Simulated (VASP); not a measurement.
# F (Fm-3m) in VASP: single point with PBE+D3(BJ)

Aim: the single point of F with PBE+D3(BJ).

Program: VASP 6.6.1. These are calculated values, not measurements. Logs are shortened: lines on timing, memory, paths and dates and some standing lists are left out, and cuts for length are marked.

## 1. The cell of the first run

It takes space group Fm-3m (No. 225, cubic). Conventional cell: a = 5.726 Å, b = 5.726 Å, c = 5.726 Å, α = 90.00°, β = 90.00°, γ = 90.00°. Within 3.3 Å of F (site symmetry -43m) lie 10 F at 2.48 to 2.86 Å. Within 3.3 Å of F (site symmetry m-3m) lie 8 F at 2.48 Å.

## 2. Single point, PBE+D3(BJ)

Input file INCAR:

```
SYSTEM = F
PREC     = Accurate       ! precision mode
ENCUT    = 600            ! plane-wave cutoff, eV
EDIFF    = 1E-6           ! SCF threshold, eV
ISMEAR   = 1              ! smearing method
SIGMA    = 0.15           ! smearing width, eV
LREAL    = .False.        ! projectors in reciprocal space
LASPH    = .True.         ! aspherical terms in the spheres
NELM     = 120            ! most SCF steps
ALGO     = Normal         ! electronic algorithm
ISIF     = 2              ! what is computed and relaxed
LWAVE    = .False.        ! write WAVECAR
LCHARG   = .False.        ! write CHGCAR
GGA      = PE             ! functional
IVDW     = 12             ! dispersion correction
NBANDS   = 18             ! bands
GGA_COMPAT= .False.
```

Input file KPOINTS:

```
Automatic mesh
0
Gamma
  7 7 7
  0 0 0
```

Input file POSCAR:

```
F
1.0
    0.0000000000      2.8631700000      2.8631700000
    2.8631700000      0.0000000000      2.8631700000
    2.8631700000      2.8631700000      0.0000000000
F
3
Direct
    0.2500000000      0.2500000000      0.2500000000
    0.7500000000      0.7500000000      0.7500000000
    0.5000000000      0.5000000000      0.5000000000
```

Potentials or basis: VASP PAW PBE potentials, release 64 (F).

Started as:

```sh
$ cat potpaw_PBE.64/F/POTCAR > POTCAR
$ mpirun -np 1 vasp_std > vasp.out
```

OUTCAR:

```text
SYSTEM = F
   PREC = Accurate
   ENCUT = 600
   EDIFF = 1E-6
   ISMEAR = 1
   LREAL = .False.
   LASPH = .True.
   NELM = 120
   ISIF = 2
   GGA = PE
   IVDW = 12
 IVDW          = 12

 ion  position               nearest neighbor table
   1  0.250  0.250  0.250-
   2  0.750  0.750  0.750-
   3  0.500  0.500  0.500-

  LATTYP: Found a face centered cubic cell.
 ALAT       =     5.7263400000

  Lattice vectors:

 A1 = (   0.0000000000,   2.8631700000,   2.8631700000)
 A2 = (   2.8631700000,   0.0000000000,   2.8631700000)
 A3 = (   2.8631700000,   2.8631700000,   0.0000000000)

Analysis of symmetry for initial positions (statically):
=====================================================================
 Subroutine PRICEL returns:
 Original cell was already a primitive cell.

 Routine SETGRP: Setting up the symmetry group for a
 face centered cubic supercell.

 Subroutine GETGRP returns: Found 48 space group operations
 (whereof 48 operations were pure point group operations)
 out of a pool of 48 trial point group operations.

The static configuration has the point symmetry O_h .

Analysis of symmetry for dynamics (positions and initial velocities):
=====================================================================
 Subroutine PRICEL returns:
 Original cell was already a primitive cell.

 Routine SETGRP: Setting up the symmetry group for a
 face centered cubic supercell.

 Subroutine GETGRP returns: Found 48 space group operations
 (whereof 48 operations were pure point group operations)
 out of a pool of 48 trial point group operations.

The dynamic configuration has the point symmetry O_h .

 Subroutine INISYM returns: Found 48 space group operations
 (whereof 48 operations are pure point group operations),
 and found     1 'primitive' translations

----------------------------------------------------------------------------------------

                                     Primitive cell

  volume of cell :      46.9431

  direct lattice vectors                    reciprocal lattice vectors
     0.000000000  2.863170000  2.863170000    -0.174631615  0.174631615  0.174631615
     2.863170000  0.000000000  2.863170000     0.174631615 -0.174631615  0.174631615
     2.863170000  2.863170000  0.000000000     0.174631615  0.174631615 -0.174631615

  length of vectors
     4.049133845  4.049133845  4.049133845     0.302470829  0.302470829  0.302470829

  position of ions in fractional coordinates (direct lattice)
     0.250000000  0.250000000  0.250000000
     0.750000000  0.750000000  0.750000000
     0.500000000  0.500000000  0.500000000

  ion indices of the primitive-cell ions
   primitive index   ion index
                 1           1
                 2           2
                 3           3

----------------------------------------------------------------------------------------

 KPOINTS: Automatic mesh

Automatic generation of k-mesh.
 Grid dimensions read from file:
 generate k-points for:    7    7    7

 Generating k-lattice:

  Cartesian coordinates                     Fractional coordinates (reciprocal lattice)
    -0.024947374  0.024947374  0.024947374     0.142857143  0.000000000  0.000000000
     0.024947374 -0.024947374  0.024947374     0.000000000  0.142857143  0.000000000
     0.024947374  0.024947374 -0.024947374     0.000000000  0.000000000  0.142857143

  Length of vectors
     0.043210118  0.043210118  0.043210118

  Shift w.r.t. Gamma in fractional coordinates (k-lattice)
     0.000000000  0.000000000  0.000000000

 Subroutine IBZKPT returns following result:
 ===========================================

 Found     20 irreducible k-points:

 Following reciprocal coordinates:
            Coordinates               Weight
  0.000000  0.000000  0.000000      1.000000
  0.142857  0.000000  0.000000      8.000000
  0.285714  0.000000  0.000000      8.000000
  0.428571  0.000000  0.000000      8.000000
  0.142857  0.142857  0.000000      6.000000
  0.285714  0.142857  0.000000     24.000000
[... 12 lines left out ...]
 -0.428571  0.428571  0.142857     24.000000
 -0.285714  0.428571  0.142857     24.000000
   k-points           NKPTS =     20   k-points in BZ     NKDIM =     20   number of bands    NBANDS=     18
   number of dos      NEDOS =    301   number of ions     NIONS =      3
   total plane-waves  NPLWV =  32768
   dimension x,y,z NGX =    32 NGY =   32 NGZ =   32
   dimension x,y,z NGXF=    64 NGYF=   64 NGZF=   64
   ions per type =               3
   NGX,Y,Z   is equivalent  to a cutoff of  13.14, 13.14, 13.14 a.u.
   NGXF,Y,Z  is equivalent  to a cutoff of  26.28, 26.28, 26.28 a.u.
 SYSTEM =  F
   PREC   = accura    normal or accurate (medium, high low for compatibility)
   ISTART =      0    job   : 0-new  1-cont  2-samecut
   ICHARG =      2    charge: 1-file 2-atom 10-const
   ISPIN  =      1    spin polarized calculation?
   LNONCOLLINEAR =      F non collinear calculations
   LSORBIT =      F    spin-orbit coupling
   LASPH  =      T    aspherical Exc in radial PAW
   ENCUT  =  600.0 eV  44.10 Ry    6.64 a.u.   8.09  8.09  8.09*2*pi/ulx,y,z
   NELM   =    120;   NELMIN=  2; NELMDL= -5     # of ELM steps
   EDIFF  = 0.1E-05   stopping-criterion for ELM
   LREAL  =      F    real-space projection
   EDIFFG = 0.1E-04   stopping-criterion for IOM
   NSW    =      0    number of steps for IOM
   IBRION =     -1    ionic relax: 0-MD 1-quasi-New 2-CG
   NFREE  =      0    steps in history (QN), initial steepest desc. (CG)
   ISIF   =      2    stress and relaxation
   ISYM   =      2    0-nonsym 1-usesym 2-fastsym
   POTIM  = 0.5000    time-step for ionic-motion
   TEBEG  =    0.0;   TEEND  =   0.0 temperature during run
   PSTRESS=    0.0 pullay stress
   NELECT =      21.0000    total number of electrons
   NUPDOWN=      -1.0000    fix difference up-down
   EMIN   =  10.00;   EMAX   =-10.00  energy-range for DOS
   EFERMI =   0.00;   METHOD = LEGACY
   ISMEAR =     1;   SIGMA  =   0.15  broadening in eV -4-tet -1-fermi 0-gaus
   EFERMI_NEDOS =   21; number of points for ismear=-14 and -15
   IALGO  =     38    algorithm
   IMIX   =      4    mixing-type and parameters
     AMIX     =   0.40;   BMIX     =  1.00
     AMIX_MAG =   1.60;   BMIX_MAG =  1.00
  volume/ion in A,a.u.               =      15.65       105.60
  Fermi-wavevector in a.u.,A,eV,Ry     =   1.252057  2.366045 21.329131  1.567647
  Thomas-Fermi vector in A             =   2.385975
   LORBIT       =      0    0 simple, 1 ext, 2 COOP (PROOUT), +10 PAW based schemes
   GGA     = PE    functional components
   LHFCALC =     F    Hartree Fock is set to
   AEXX    =    0.0000 exact exchange contribution
   IVDW    =    12    specifies the selected vdW correction
   LEPSILON=     F    determine dielectric tensor
   LRPA    =     F    only Hartree local field effects (RPA)
 non-spin polarized calculation
 Methfessel and Paxton  Order N= 1 SIGMA  =   0.15
  energy-cutoff  :      600.00
  volume of cell :       46.94
 maximum number of plane-waves:      1584
   NGX = 17   NGY = 17   NGZ = 17

 number of electron      20.9999981 magnetization

 Free energy of the ion-electron system (eV)
  ---------------------------------------------------
  ext. energy  EPLUGINS =         0.00000000
  ---------------------------------------------------
  free energy    TOTEN  =        -2.12002891 eV

  energy without entropy =       -2.07917356  energy(sigma->0) =       -2.10641046

 E-fermi :  -6.2212     XC(G=0):  -7.9570

 val. band max:       -6.2229704601   @ k =  -0.4286   0.4286   0.0000
 cond. band min:      -6.2143909745   @ k =  -0.2857   0.1429   0.0000
 fundamental gap:      0.0085794856
 Fermi energy:        -6.2212328369

 k-point     1 :       0.0000    0.0000    0.0000
  band No.  band energies     occupation
      1     -26.7641      2.00000
      2     -25.5405      2.00000
      3     -25.4500      2.00000
      4      -7.7422      2.00000
      5      -7.7422      2.00000
      6      -7.7422      2.00000
[... 10 lines left out ...]
     17      15.0208      0.00000
     18      15.0208      0.00000

 k-point     2 :       0.1429    0.0000    0.0000
  band No.  band energies     occupation
      1     -26.7138      2.00000
      2     -25.5620      2.00000
      3     -25.4840      2.00000
      4      -7.9237      2.00000
      5      -7.8406      2.00000
      6      -7.8406      2.00000
[... 10 lines left out ...]
     17      15.3115      0.00000
     18      15.3115      0.00000

 k-point     3 :       0.2857    0.0000    0.0000
  band No.  band energies     occupation
      1     -26.5830      2.00000
      2     -25.6360      2.00000
      3     -25.5517      2.00000
      4      -8.0901      2.00000
      5      -7.9887      2.00000
      6      -7.9887      2.00000
[... 10 lines left out ...]
     17      15.6561      0.00000
     18      15.6561      0.00000

 k-point     4 :       0.4286    0.0000    0.0000
  band No.  band energies     occupation
      1     -26.4469      2.00000
      2     -25.7447      2.00000
      3     -25.5881      2.00000
      4      -8.1377      2.00000
      5      -8.0770      2.00000
      6      -8.0770      2.00000
[... 291 lines left out ...]
      4      -8.4539      2.00000
      5      -8.1425      2.00000
      6      -8.0147      2.00000
[... 10 lines left out ...]
     17      15.1497      0.00000
     18      16.3534      0.00000

 k-point    19 :      -0.4286    0.4286    0.1429
  band No.  band energies     occupation
      1     -26.3033      2.00000
      2     -25.7793      2.00000
      3     -25.7014      2.00000
      4      -8.5722      2.00000
      5      -8.3492      2.00000
      6      -7.7529      2.00000
[... 10 lines left out ...]
     17      14.8025      0.00000
     18      15.6387      0.00000

 k-point    20 :      -0.2857    0.4286    0.1429
  band No.  band energies     occupation
      1     -26.2844      2.00000
      2     -25.7684      2.00000
      3     -25.7326      2.00000
      4      -8.5910      2.00000
      5      -8.1869      2.00000
      6      -7.9284      2.00000
[... 10 lines left out ...]
     17      15.1320      0.00000
     18      17.0338      0.00000

------------------------ aborting loop because EDIFF is reached ----------------------------------------

 Edisp (eV)   -0.12132

 E8    (eV) :    -0.0265

  FORCE on cell =-STRESS in cart. coord.  units (eV):
  Direction    XX          YY          ZZ          XY          YZ          ZX
  --------------------------------------------------------------------------------------
  -------------------------------------------------------------------------------------
  Total      -1.82764    -1.82764    -1.82764    -0.00000     0.00000    -0.00000
  in kB     -62.37774   -62.37774   -62.37774    -0.00000     0.00000    -0.00000
  external pressure =      -62.38 kB  Pullay stress =        0.00 kB

 VOLUME and BASIS-vectors are now :
 -----------------------------------------------------------------------------
  energy-cutoff  :      600.00
  volume of cell :       46.94
      direct lattice vectors                 reciprocal lattice vectors
     0.000000000  2.863170000  2.863170000    -0.174631615  0.174631615  0.174631615
     2.863170000  0.000000000  2.863170000     0.174631615 -0.174631615  0.174631615
     2.863170000  2.863170000  0.000000000     0.174631615  0.174631615 -0.174631615

 POSITION                                       TOTAL-FORCE (eV/Angst)
 -----------------------------------------------------------------------------------
      1.43159      1.43159      1.43159        -0.000000     -0.000000     -0.000000
      4.29476      4.29476      4.29476         0.000000      0.000000      0.000000
      2.86317      2.86317      2.86317         0.000000      0.000000     -0.000000
 -----------------------------------------------------------------------------------
    total drift:                               -0.000000     -0.000000      0.000000

  FREE ENERGIE OF THE ION-ELECTRON SYSTEM (eV)
  ---------------------------------------------------
  free  energy   TOTEN  =        -2.2413493934 eV

  energy  without entropy=       -2.2004940432  energy(sigma->0) =       -2.22773094
```

It took 8.9 s on 1 thread of Intel Xeon Platinum 8488C (Sapphire Rapids), shared host; peak memory 0.17 GiB.

Results:

```yaml
Free_energy: -2.2413 eV
Pressure: -6.2 GPa
Dispersion_energy_per_atom: -0.040 eV
```

Levels at points of the mesh, in eV from the Fermi level:
```csv
k point,band 8,band 9,band 10,band 11,band 12,band 13
"(0.00, 0.00, 0.00)",-1.05,-1.05,0.05,0.05,0.05,10.79
```

Caveat: an odd number of electrons without spin polarisation forces a metal; a magnetic or distorted state may lie lower; pairwise dispersion overbinds metals, which lowers pressure and volume.
